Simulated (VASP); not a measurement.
SiC: single point with SVWN5

The system is SiC.

```
Si C
1.0
     3.07569    0.00000    0.00000
    -1.53785    2.66363    0.00000
     0.00000    0.00000   10.07065
Si C
4 4
Direct
  0.00000 0.00000 0.18789
  0.00000 0.00000 0.68789
  0.33333 0.66667 0.43784
  0.66667 0.33333 0.93784
  0.00000 0.00000 0.00046
  0.00000 0.00000 0.50046
  0.33333 0.66667 0.24980
  0.66667 0.33333 0.74980
```

```
Program                : VASP 6.6.1
Task                   : single point
Functional             : SVWN5
Potentials or basis    : VASP PAW PBE potentials, release 64 (Si, C)
Cutoff                 : 520 eV
k mesh                 : 10 × 10 × 3
Occupations            : fermi-dirac, width 0.05 eV
Spin                   : no spin polarisation
Dipole correction      : no
Further INCAR settings : ALGO = Normal; EDIFF = 1e-06; NBANDS = 26
```

```
Pressure               : -2.6 GPa
Largest force          : 0.005 eV/Å
Band gap on the k mesh : 2.18 eV, indirect (least direct gap 3.31 eV)
```

Forces on the atoms (eV/Å):
```
Si   0.000  0.000 -0.005
Si   0.000  0.000 -0.005
Si   0.000  0.000  0.004
Si   0.000  0.000  0.004
C    0.000  0.000 -0.001
C    0.000  0.000 -0.001
C    0.000  0.000  0.002
C    0.000  0.000  0.002
```

Levels at points of the mesh, in eV from the valence-band top:
| k point | band 13 | band 14 | band 15 | band 16 | band 17 | band 18 | band 19 | band 20 |
| --- | --- | --- | --- | --- | --- | --- | --- | --- |
| (0.00, 0.00, 0.00) | -0.59 | -0.05 | 0.00 | 0.00 | 5.08 | 5.64 | 6.28 | 6.35 |
| (0.50, 0.00, 0.00) | -2.38 | -2.24 | -1.60 | -1.13 | 2.18 | 2.29 | 4.14 | 4.68 |

Wall time 100 s on 1 thread of Intel Xeon 8259CL, with other jobs on the host, peak memory 0.19 GiB.

Caveat: the PAW data sets were made with another functional, which shifts forces and pressure a little. A k mesh can miss the band edges.
